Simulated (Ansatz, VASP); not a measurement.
# Mo: VASP beside Ansatz

File INCAR:

```
SYSTEM = Mo
PREC = Accurate ; ENCUT = 520
EDIFF = 1E-6 ; ISMEAR = 0
SIGMA = 0.15 ; LREAL = .FALSE.
LASPH = .TRUE. ; NELM = 100
ALGO = Fast ; ISIF = 2
LWAVE = .FALSE. ; LCHARG = .TRUE.
GGA = PE ; LELF = .TRUE.
LVHAR = .TRUE. ; NBANDS = 13
```

The input KPOINTS:

```
Automatic mesh
0
G
  22 22 22
  0 0 0
```

POSCAR

```
Mo
1.0
   -1.5474350000      1.5710000000      1.5710000000
    1.5474350000     -1.5710000000      1.5710000000
    1.5474350000      1.5710000000     -1.5710000000
Mo
1
Direct
    0.0000000000      0.0000000000      0.0000000000
```

Input for Ansatz:

```yaml
crystal:
  lattice:
    - [-1.547435, 1.571, 1.571]
    - [1.547435, -1.571, 1.571]
    - [1.547435, 1.571, -1.571]
  atoms:
    - { symbol: Mo, position: [0.0, 0.0, 0.0] }
basis:
  ecutwfc: 420
kpoints:
  mp_grid: { grid: [22, 22, 22] }
hamiltonian:
  xc: pbe
scf:
  occupations: { method: gaussian, width: 0.15 }
output:
  forces: true
  stress: true
  eigenvalues: true
```

Change from the starting cell: strain -0.0150 x Voigt [1, 0, 0, 0, 0, 0], atoms carried along.

Alike in both runs: task single point; functional PBE; k mesh 22 × 22 × 22; occupations gaussian, width 0.15 eV; no spin polarisation.

```csv
,VASP,Ansatz
version,VASP 6.6.1,Ansatz 0.2.0
potentials or method,"VASP PAW PBE potentials, release 64 (Mo_sv), cutoff 520 eV","scalar-relativistic, plane waves, PAW"
valence electrons in the cell,14,14
```

```csv
,VASP,Ansatz,Ansatz less VASP
gap on the k mesh at the Fermi level (eV),none,none,-
pressure (GPa),9.8,9.2,-0.61
"traceless stress, the component that is largest in VASP (GPa)",3.26,3.26,+0.002
```

A gap of «none» marks a metal or a gap that the smearing closes.
